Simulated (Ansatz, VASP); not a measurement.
Mg3TeSe2 in VASP and in Ansatz

```
CELL_PARAMETERS angstrom
3.98348 0.00000 0.00000
0.00000 3.98348 0.00000
0.00000 0.00000 8.77569
ATOMIC_POSITIONS crystal
Mg 0.50000 0.50000 0.00000
Mg 0.00000 0.50000 0.37863
Mg 0.50000 0.00000 0.62137
Te 0.00000 0.00000 0.00000
Se 0.00000 0.50000 0.73761
Se 0.50000 0.00000 0.26239
```

Change from the starting cell: species swapped into the Zr2CuSb3 type (P-4m2, No. 115).

Alike in both runs: task single point; functional PBE; k mesh 4 × 4 × 2; occupations gaussian, width 0.1 eV; no spin polarisation.

|  | VASP | Ansatz |
| --- | --- | --- |
| version | VASP 6.6.1 | Ansatz 0.2.0 |
| potentials or method | VASP PAW PBE potentials, release 64 (Mg, Te, Se), cutoff 520 eV | scalar-relativistic, plane waves, PAW |
| valence electrons in the cell | 24 | 78 |

Ansatz gave:

| Quantity | Value |
| --- | --- |
| gap on the k mesh at the Fermi level (eV) | none |
| pressure (GPa) | 2.6 |
| traceless stress, the component that is largest in VASP (GPa) | 2.00 |
| rms of the force components (eV/Å) | 0.922 |

Estimate VASP's values.

gap on the k mesh at the Fermi level (eV): none; pressure (GPa): 2.6; traceless stress, the component that is largest in VASP (GPa): 1.98; rms of the force components (eV/Å): 0.918.

Atom by atom the forces differ by 0.004 eV/Å (rms over components). A gap of «none» marks a metal or a gap that the smearing closes. VASP's potentials hold 24 valence electrons a cell and Ansatz's 78, so a difference there can come from the potentials and not from the codes.

The k mesh is coarse, so the values compare programs but aren't converged. Spin-orbit coupling is off throughout.
